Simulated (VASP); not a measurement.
Mg2As:

```xyz
6
Lattice="4.5150 0.0000 0.0000 0.0000 4.5150 0.0000 0.0000 0.0000 6.4999" Properties=species:S:1:pos:R:3 pbc="T T T"
Mg    0.0000    2.2575    1.3195
Mg    0.0000    2.2575    4.5694
Mg    2.2575    0.0000    1.9305
Mg    2.2575    0.0000    5.1804
As    0.0000    0.0000    0.0000
As    2.2575    2.2575    3.2500
```

```yaml
Program: VASP 6.6.1
Task: relaxation of cell and atoms
Functional: PBE
Potentials_or_basis: VASP PAW PBE potentials, release 64 (Mg, As)
Cutoff: 600 eV
k_mesh: 4 × 4 × 4
Occupations: gaussian, width 0.1 eV
Spin: no spin polarisation
```

At the start: pressure 2.8 GPa; volume 22.08 Å³/atom.

Question: Where does the relaxation end?

Answer: Over 13 steps the energy falls by 58.0 meV/atom and the volume is 23.27 Å³/atom (+5.4 %); space group P4_2/nmc (No. 137, to 0.1 Å) before, I4/mmm (No. 139, to 0.1 Å).

Step by step:
```csv
step,energy change (eV),largest force (eV/Å),pressure (GPa),volume (Å³)
1,0.0000,0.4241,2.78,132.51
2,-0.1253,0.3075,0.26,139.96
3,-0.1442,0.2493,-0.93,144.87
4,-0.1942,0.2451,-0.62,143.76
5,-0.2531,0.2289,-0.02,141.52
6,-0.1288,0.1676,1.56,136.53
7,-0.2541,0.2275,0.20,140.78
8,-0.2542,0.2254,0.26,140.57
9,-0.2799,0.1844,-0.05,141.23
10,-0.3201,0.0716,-0.85,143.23
11,-0.3423,0.0423,0.05,140.10
12,-0.3440,0.0308,0.38,139.01
13,-0.3478,0.0155,0.14,139.64
```

Final structure:
```xyz
6
Lattice="4.7457 0.0000 0.0000 0.0000 4.7457 0.0000 0.0000 0.0000 6.2006" Properties=species:S:1:pos:R:3 pbc="T T T"
Mg    0.0000    2.3728    1.5366
Mg    0.0000    2.3728    4.6369
Mg    2.3728    0.0000    1.5637
Mg    2.3728    0.0000    4.6640
As    0.0000    4.7457    0.0000
As    2.3728    2.3728    3.1003
```
